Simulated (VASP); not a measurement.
# Li2ScAgC6N6 (Fm-3m) in VASP: a series of runs

The runs below take Li2ScAgC6N6 through relaxation of cell and atoms, single point, with PBE.

Program: VASP 6.6.1. These are calculated values, not measurements. Logs are shortened: lines on timing, memory, paths and dates and some standing lists are left out, and cuts for length are marked.

### 1 The cell of the first run

It takes space group Fm-3m (No. 225, cubic). The conventional cell has a = 11.831 Å, b = 11.831 Å, c = 11.831 Å, α = 90.00°, β = 90.00°, γ = 90.00°. Li (site symmetry -43m) has 12 N at 4.21 Å and 12 C at 4.23 Å and 4 Sc at 5.12 Å and 4 Ag at 5.12 Å within 5.5 Å. Sc (site symmetry m-3m) has 6 C at 2.30 Å within 3.0 Å. Ag (site symmetry m-3m) has 6 N at 2.45 Å within 3.2 Å. Within 1.6 Å of C (site symmetry 4mm) lie 1 N at 1.17 Å. Within 1.6 Å of N (site symmetry 4mm) lie 1 C at 1.17 Å.

### 2 Relaxation of cell and atoms, PBE

File INCAR:

```
  PREC = Accurate
  ENCUT = 600
  EDIFF = 1E-7
  ISMEAR = 0
  SIGMA = 0.02
  LREAL = Auto
  LASPH = True
  NELM = 80
  ALGO = Normal
  ISIF = 3
  LWAVE = False
  LCHARG = False
  GGA = PE
  IBRION = 2
  NSW = 100
  EDIFFG = -0.01
```

File KPOINTS:

```
Automatic mesh
0
Gamma
  4 4 4
```

File POSCAR:

```
Li2ScAgC6N6
1.0
    0.0000000000      5.9153610624      5.9153610624
    5.9153610624      0.0000000000      5.9153610624
    5.9153610624      5.9153610624      0.0000000000
Li Sc Ag C N
2 1 1 6 6
Direct
    0.2500000000      0.2500000000      0.2500000000
    0.7500000000      0.7500000000      0.7500000000
    0.0000000000      0.0000000000      0.0000000000
    0.5000000000      0.5000000000      0.5000000000
    0.8058402302      0.1941597698      0.1941597698
    0.1941597698      0.8058402302      0.1941597698
    0.1941597698      0.1941597698      0.8058402302
    0.1941597698      0.8058402302      0.8058402302
    0.8058402302      0.1941597698      0.8058402302
    0.8058402302      0.8058402302      0.1941597698
    0.7069011565      0.2930988435      0.2930988435
    0.2930988435      0.7069011565      0.2930988435
    0.2930988435      0.2930988435      0.7069011565
    0.2930988435      0.7069011565      0.7069011565
    0.7069011565      0.2930988435      0.7069011565
    0.7069011565      0.7069011565      0.2930988435
```

Potentials or basis: VASP PAW PBE potentials, release 64 (Li_sv, Sc_sv, Ag, C, N).

The run is started by

```sh
$ cat potpaw_PBE.64/Li_sv/POTCAR potpaw_PBE.64/Sc_sv/POTCAR potpaw_PBE.64/Ag/POTCAR potpaw_PBE.64/C/POTCAR potpaw_PBE.64/N/POTCAR > POTCAR
$ mpirun -np 1 vasp_std > vasp.out
```

OUTCAR:

```text
PREC = Accurate
   ENCUT = 600
   EDIFF = 1E-7
   ISMEAR = 0
   LREAL = Auto
   LASPH = True
   NELM = 80
   ISIF = 3
   GGA = PE
   IBRION = 2
   NSW = 100
   EDIFFG = -0.01

 ion  position               nearest neighbor table
   1  0.250  0.250  0.250-
   2  0.750  0.750  0.750-
   3  0.000  0.000  0.000-   5 2.30   6 2.30   7 2.30   8 2.30   9 2.30  10 2.30
   4  0.500  0.500  0.500-  11 2.45  12 2.45  13 2.45  14 2.45  15 2.45  16 2.45
   5  0.806  0.194  0.194-  11 1.17   3 2.30
   6  0.194  0.806  0.194-  12 1.17   3 2.30
   7  0.194  0.194  0.806-  13 1.17   3 2.30
   8  0.194  0.806  0.806-  14 1.17   3 2.30
   9  0.806  0.194  0.806-  15 1.17   3 2.30
  10  0.806  0.806  0.194-  16 1.17   3 2.30
  11  0.707  0.293  0.293-   5 1.17   4 2.45
  12  0.293  0.707  0.293-   6 1.17   4 2.45
  13  0.293  0.293  0.707-   7 1.17   4 2.45
  14  0.293  0.707  0.707-   8 1.17   4 2.45
  15  0.707  0.293  0.707-   9 1.17   4 2.45
  16  0.707  0.707  0.293-  10 1.17   4 2.45

  LATTYP: Found a face centered cubic cell.
 ALAT       =    11.8307221248

  Lattice vectors:

 A1 = (   0.0000000000,   5.9153610624,   5.9153610624)
 A2 = (   5.9153610624,   0.0000000000,   5.9153610624)
 A3 = (   5.9153610624,   5.9153610624,   0.0000000000)

Analysis of symmetry for initial positions (statically):
=====================================================================
 Subroutine PRICEL returns:
 Original cell was already a primitive cell.

 Routine SETGRP: Setting up the symmetry group for a
 face centered cubic supercell.

 Subroutine GETGRP returns: Found 48 space group operations
 (whereof 48 operations were pure point group operations)
 out of a pool of 48 trial point group operations.

The static configuration has the point symmetry O_h .

Analysis of symmetry for dynamics (positions and initial velocities):
=====================================================================
 Subroutine PRICEL returns:
 Original cell was already a primitive cell.

 Routine SETGRP: Setting up the symmetry group for a
 face centered cubic supercell.

 Subroutine GETGRP returns: Found 48 space group operations
 (whereof 48 operations were pure point group operations)
 out of a pool of 48 trial point group operations.

The dynamic configuration has the point symmetry O_h .

 Subroutine INISYM returns: Found 48 space group operations
 (whereof 48 operations are pure point group operations),
 and found     1 'primitive' translations

----------------------------------------------------------------------------------------

                                     Primitive cell

  volume of cell :     413.9747

  direct lattice vectors                    reciprocal lattice vectors
     0.000000000  5.915361062  5.915361062    -0.084525694  0.084525694  0.084525694
     5.915361062  0.000000000  5.915361062     0.084525694 -0.084525694  0.084525694
     5.915361062  5.915361062  0.000000000     0.084525694  0.084525694 -0.084525694

  length of vectors
     8.365583841  8.365583841  8.365583841     0.146402797  0.146402797  0.146402797

  position of ions in fractional coordinates (direct lattice)
     0.250000000  0.250000000  0.250000000
     0.750000000  0.750000000  0.750000000
     0.000000000  0.000000000  0.000000000
     0.500000000  0.500000000  0.500000000
     0.805840230  0.194159770  0.194159770
     0.194159770  0.805840230  0.194159770
[... 8 lines left out ...]
     0.706901157  0.293098843  0.706901157
     0.706901157  0.706901157  0.293098843

  ion indices of the primitive-cell ions
   primitive index   ion index
                 1           1
                 2           2
                 3           3
                 4           4
                 5           5
                 6           6
[... 8 lines left out ...]
                15          15
                16          16

----------------------------------------------------------------------------------------

 KPOINTS: Automatic mesh

Automatic generation of k-mesh.
 Grid dimensions read from file:
 generate k-points for:    4    4    4

 Generating k-lattice:

  Cartesian coordinates                     Fractional coordinates (reciprocal lattice)
    -0.021131424  0.021131424  0.021131424     0.250000000  0.000000000  0.000000000
     0.021131424 -0.021131424  0.021131424     0.000000000  0.250000000  0.000000000
     0.021131424  0.021131424 -0.021131424     0.000000000  0.000000000  0.250000000

  Length of vectors
     0.036600699  0.036600699  0.036600699

  Shift w.r.t. Gamma in fractional coordinates (k-lattice)
     0.000000000  0.000000000  0.000000000

 Subroutine IBZKPT returns following result:
 ===========================================

 Found      8 irreducible k-points:

 Following reciprocal coordinates:
            Coordinates               Weight
  0.000000  0.000000  0.000000      1.000000
  0.250000  0.000000  0.000000      8.000000
  0.500000  0.000000  0.000000      4.000000
  0.250000  0.250000  0.000000      6.000000
  0.500000  0.250000  0.000000     24.000000
 -0.250000  0.250000  0.000000     12.000000
  0.500000  0.500000  0.000000      3.000000
 -0.250000  0.500000  0.250000      6.000000
   k-points           NKPTS =      8   k-points in BZ     NKDIM =      8   number of bands    NBANDS=     50
   number of dos      NEDOS =    301   number of ions     NIONS =     16
   total plane-waves  NPLWV = 343000
   dimension x,y,z NGX =    70 NGY =   70 NGZ =   70
   dimension x,y,z NGXF=   140 NGYF=  140 NGZF=  140
   ions per type =               2   1   1   6   6
   NGX,Y,Z   is equivalent  to a cutoff of  13.91, 13.91, 13.91 a.u.
   NGXF,Y,Z  is equivalent  to a cutoff of  27.82, 27.82, 27.82 a.u.
 SYSTEM =  unknown system
   PREC   = accura    normal or accurate (medium, high low for compatibility)
   ISTART =      0    job   : 0-new  1-cont  2-samecut
   ICHARG =      2    charge: 1-file 2-atom 10-const
   ISPIN  =      1    spin polarized calculation?
   LNONCOLLINEAR =      F non collinear calculations
   LSORBIT =      F    spin-orbit coupling
   LASPH  =      T    aspherical Exc in radial PAW
   ENCUT  =  600.0 eV  44.10 Ry    6.64 a.u.  16.71 16.71 16.71*2*pi/ulx,y,z
   NELM   =     80;   NELMIN=  2; NELMDL= -5     # of ELM steps
   EDIFF  = 0.1E-06   stopping-criterion for ELM
   LREAL  =      T    real-space projection
   EDIFFG = -.1E-01   stopping-criterion for IOM
   NSW    =    100    number of steps for IOM
   IBRION =      2    ionic relax: 0-MD 1-quasi-New 2-CG
   NFREE  =      1    steps in history (QN), initial steepest desc. (CG)
   ISIF   =      3    stress and relaxation
   ISYM   =      2    0-nonsym 1-usesym 2-fastsym
   POTIM  = 0.5000    time-step for ionic-motion
   TEBEG  =    0.0;   TEEND  =   0.0 temperature during run
   PSTRESS=    0.0 pullay stress
   NELECT =      82.0000    total number of electrons
   NUPDOWN=      -1.0000    fix difference up-down
   EMIN   =  10.00;   EMAX   =-10.00  energy-range for DOS
   EFERMI =   0.00;   METHOD = LEGACY
   ISMEAR =     0;   SIGMA  =   0.02  broadening in eV -4-tet -1-fermi 0-gaus
   EFERMI_NEDOS =   21; number of points for ismear=-14 and -15
   IALGO  =     38    algorithm
   IMIX   =      4    mixing-type and parameters
     AMIX     =   0.40;   BMIX     =  1.00
     AMIX_MAG =   1.60;   BMIX_MAG =  1.00
  volume/ion in A,a.u.               =      25.87       174.60
  Fermi-wavevector in a.u.,A,eV,Ry     =   0.954307  1.803379 12.390856  0.910702
  Thomas-Fermi vector in A             =   2.083042
   LORBIT       =      0    0 simple, 1 ext, 2 COOP (PROOUT), +10 PAW based schemes
   GGA     = PE    functional components
   LHFCALC =     F    Hartree Fock is set to
   AEXX    =    0.0000 exact exchange contribution
   IVDW    =     0    specifies the selected vdW correction
   LEPSILON=     F    determine dielectric tensor
   LRPA    =     F    only Hartree local field effects (RPA)
 conjugate gradient relaxation of ions
 non-spin polarized calculation
 Gauss-broadening in eV      SIGMA  =   0.02
  energy-cutoff  :      600.00
  volume of cell :      413.97
 maximum number of plane-waves:     13888
 NGX is ok and might be reduce to    70
   NGX = 33   NGY = 33   NGZ = 33

--------------------------------------- Ionic step        1  -------------------------------------------

 number of electron      81.9999991 magnetization

 Free energy of the ion-electron system (eV)
  ---------------------------------------------------
  ext. energy  EPLUGINS =         0.00000000
  ---------------------------------------------------
  free energy    TOTEN  =      -113.18043378 eV

  energy without entropy =     -113.18043378  energy(sigma->0) =     -113.18043378

------------------------ aborting loop because EDIFF is reached ----------------------------------------

  FORCE on cell =-STRESS in cart. coord.  units (eV):
  Direction    XX          YY          ZZ          XY          YZ          ZX
  --------------------------------------------------------------------------------------
  -------------------------------------------------------------------------------------
  Total        0.8251703      0.8251703      0.8251703     -0.0000000      0.0000000      0.0000000
  in kB        3.1935993      3.1935993      3.1935993     -0.0000000      0.0000000      0.0000000
  external PRESSURE =       3.1935993 kB  Pullay stress =       0.0000000 kB
[... 135 lines left out ...]
  energy  without entropy=     -113.1844315333  energy(sigma->0) =     -113.18443153

--------------------------------------- Ionic step        4  -------------------------------------------

 number of electron      81.9999992 magnetization

 Free energy of the ion-electron system (eV)
  ---------------------------------------------------
  ext. energy  EPLUGINS =         0.00000000
  ---------------------------------------------------
  free energy    TOTEN  =      -113.18443413 eV

  energy without entropy =     -113.18443413  energy(sigma->0) =     -113.18443413

 E-fermi :  -0.5520     XC(G=0):  -6.0515

 val. band max:       -0.7221208682   @ k =   0.5000   0.0000   0.0000
 cond. band min:       0.7045092450   @ k =   0.5000   0.0000   0.0000
 fundamental gap:      1.4266301132
 Fermi energy:        -0.5520335243

 k-point     1 :       0.0000    0.0000    0.0000
  band No.  band energies     occupation
      1     -51.1310      2.00000
      2     -51.1310      2.00000
      3     -50.2373      2.00000
      4     -28.8489      2.00000
      5     -28.8489      2.00000
      6     -28.8489      2.00000
[... 456 lines left out ...]
  FREE ENERGIE OF THE ION-ELECTRON SYSTEM (eV)
  ---------------------------------------------------
  free  energy   TOTEN  =      -113.1844341333 eV

  energy  without entropy=     -113.1844341333  energy(sigma->0) =     -113.18443413

 reached required accuracy - stopping structural energy minimisation
```

Wall time 17 min (1 thread of AMD EPYC 9R45 (Zen 5), shared host); peak memory 0.79 GiB.

What came out:

| Item | Value |
| --- | --- |
| Free energy | -113.1844 eV |
| Relaxed volume | 25.89 Å³/atom |
| Relaxed cell | a = 8.367 Å, b = 8.367 Å, c = 8.367 Å, α = 60.00°, β = 60.00°, γ = 60.00° |
| Space group after relaxing (to 0.1 Å) | Fm-3m (No. 225) |
| Energy gained by relaxing | 0.3 meV/atom |
| Ionic steps | 4 |
| Pressure after relaxing | 0.0 GPa |
| Largest force after relaxing | 0.006 eV/Å |
| Band gap on the k mesh | 1.43 eV |

Forces on the atoms (eV/Å):
```
Li   0.000  0.000  0.000
Li   0.000  0.000  0.000
Sc   0.000  0.000  0.000
Ag   0.000  0.000  0.000
C    0.006  0.000  0.000
C    0.000  0.006  0.000
C    0.000  0.000  0.006
C   -0.006  0.000  0.000
C    0.000 -0.006  0.000
C    0.000  0.000 -0.006
N    0.006  0.000  0.000
N    0.000  0.006  0.000
N    0.000  0.000  0.006
N   -0.006  0.000  0.000
N    0.000 -0.006  0.000
N    0.000  0.000 -0.006
```

Step by step:
```
step  energy change (eV)  largest force (eV/Å)  pressure (GPa)  volume (Å³)
   1              0.0000                0.3911            0.32       413.97
   2              0.4088                3.6330           -3.10       417.07
   3             -0.0040                0.0153           -0.01       414.24
   4             -0.0040                0.0064           -0.01       414.24
```

Final structure:
```
Li Sc Ag C N
1.0
     0.00000    5.91660    5.91660
     5.91660    0.00000    5.91660
     5.91660    5.91660    0.00000
Li Sc Ag C N
2 1 1 6 6
Direct
  0.25000 0.25000 0.25000
  0.75000 0.75000 0.75000
  0.00000 0.00000 0.00000
  0.50000 0.50000 0.50000
  0.80598 0.19402 0.19402
  0.19402 0.80598 0.19402
  0.19402 0.19402 0.80598
  0.19402 0.80598 0.80598
  0.80598 0.19402 0.80598
  0.80598 0.80598 0.19402
  0.70676 0.29324 0.29324
  0.29324 0.70676 0.29324
  0.29324 0.29324 0.70676
  0.29324 0.70676 0.70676
  0.70676 0.29324 0.70676
  0.70676 0.70676 0.29324
```

Caveat: the cutoff is under 1.25 times the usual one of these potentials, so pressure, stress and relaxed cells hold a basis-set (Pulay) error. A k mesh can miss the band edges.

### 3 Single point, PBE

This run uses another cell than the first one, of 18.74 Å³/atom.

File INCAR:

```
ALGO = Normal ; EDIFF = 1E-6
ENCUT = 520 ; GGA = PE
ISIF = 2 ; ISMEAR = 0
LASPH = True ; LCHARG = False
LREAL = Auto ; LWAVE = False
NBANDS = 55 ; NELM = 100
PREC = Accurate ; SIGMA = 0.1
```

File KPOINTS:

```
k-points
0
Gamma
  4 4 4
```

File POSCAR:

```
Li2ScAgC6N6
1.0
    0.0000000000      5.3120000000      5.3120000000
    5.3120000000      0.0000000000      5.3120000000
    5.3120000000      5.3120000000      0.0000000000
Li Sc Ag C N
2 1 1 6 6
Direct
    0.2500000000      0.2500000000      0.2500000000
    0.7500000000      0.7500000000      0.7500000000
    0.0000000000      0.0000000000      0.0000000000
    0.5000000000      0.5000000000      0.5000000000
    0.8096762000      0.1903238000      0.1903238000
    0.1903238000      0.8096762000      0.1903238000
    0.1903238000      0.1903238000      0.8096762000
    0.1903238000      0.8096762000      0.8096762000
    0.8096762000      0.1903238000      0.8096762000
    0.8096762000      0.8096762000      0.1903238000
    0.6995481900      0.3004518100      0.3004518100
    0.3004518100      0.6995481900      0.3004518100
    0.3004518100      0.3004518100      0.6995481900
    0.3004518100      0.6995481900      0.6995481900
    0.6995481900      0.3004518100      0.6995481900
    0.6995481900      0.6995481900      0.3004518100
```

Potentials or basis: VASP PAW PBE potentials, release 64 (Li_sv, Sc_sv, Ag, C, N).

The run is started by

```sh
$ cat potpaw_PBE.64/Li_sv/POTCAR potpaw_PBE.64/Sc_sv/POTCAR potpaw_PBE.64/Ag/POTCAR potpaw_PBE.64/C/POTCAR potpaw_PBE.64/N/POTCAR > POTCAR
$ mpirun -np 1 vasp_std > vasp.out
```

It took 5.5 min on 1 thread of AMD EPYC 7R13 (Zen 3), shared host; peak memory 0.44 GiB.

It converged, with:

```
Free energy            : -108.2065 eV
Largest force          : 2.963 eV/Å
Band gap on the k mesh : 0.11 eV
```

Forces in eV/Å, atoms in the order of the input:
```
Li   0.000  0.000  0.000
Li   0.000  0.000  0.000
Sc   0.000  0.000  0.000
Ag   0.000  0.000  0.000
C    2.963  0.000  0.000
C    0.000  2.963  0.000
C    0.000  0.000  2.963
C   -2.963  0.000  0.000
C    0.000 -2.963  0.000
C    0.000  0.000 -2.963
N   -1.465  0.000  0.000
N    0.000 -1.465  0.000
N    0.000  0.000 -1.465
N    1.465  0.000  0.000
N    0.000  1.465  0.000
N    0.000  0.000  1.465
```

Levels at points of the mesh, in eV from the valence-band top:
| k point | band 39 | band 40 | band 41 | band 42 | band 43 | band 44 |
| --- | --- | --- | --- | --- | --- | --- |
| (0.00, 0.00, 0.00) | -3.34 | -0.11 | -0.11 | 0.35 | 0.35 | 0.35 |
| (0.50, 0.00, 0.00) | -2.90 | 0.00 | 0.00 | 0.11 | 0.26 | 0.26 |
| (0.50, 0.50, 0.00) | -2.84 | -0.10 | -0.09 | 0.37 | 0.54 | 0.54 |

Caveat: the cutoff is under 1.25 times the usual one of these potentials, so pressure, stress and relaxed cells hold a basis-set (Pulay) error; forces of over 1 eV/Å act on the atoms, so gaps and moduli don't describe the material at rest. A k mesh can miss the band edges.
